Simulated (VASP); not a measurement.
# BN (BN (F-43m)): single point with PBE

The system is BN (BN (F-43m)).

```xyz
2
Lattice="0.0000 1.8121 1.8121 1.8121 0.0000 1.8121 1.8121 1.8121 0.0000" Properties=species:S:1:pos:R:3 pbc="T T T"
B     0.0000    0.0000    0.0000
N     0.9060    0.9060    0.9060
```

| Property | Result |
| --- | --- |
| Program | VASP 6.6.1 |
| Task | single point |
| Functional | PBE |
| Potentials or basis | VASP PAW PBE potentials, release 64 (B, N) |
| Cutoff | 600 eV |
| k mesh | 13 × 13 × 13 |
| Occupations | fermi-dirac, width 0.01 eV |
| Spin | no spin polarisation |
| Dipole correction | no |
| Further INCAR settings | ALGO = Normal; EDIFF = 1e-06; NBANDS = 11 |

The pressure is 0.1 GPa. The band gap on the k mesh is 4.53 eV, indirect (least direct gap 8.78 eV).

Levels at points of the mesh, in eV from the valence-band top:
```
           k point  band 1  band 2  band 3  band 4  band 5  band 6  band 7  band 8  band 9
(0.00, 0.00, 0.00)  -20.15    0.00    0.00    0.00    8.78    8.78    8.78   10.23   24.61
```

It took 15 s on 1 thread of Intel Xeon 8259CL, on a shared host, peak memory 0.13 GiB.

A k mesh can miss the band edges.
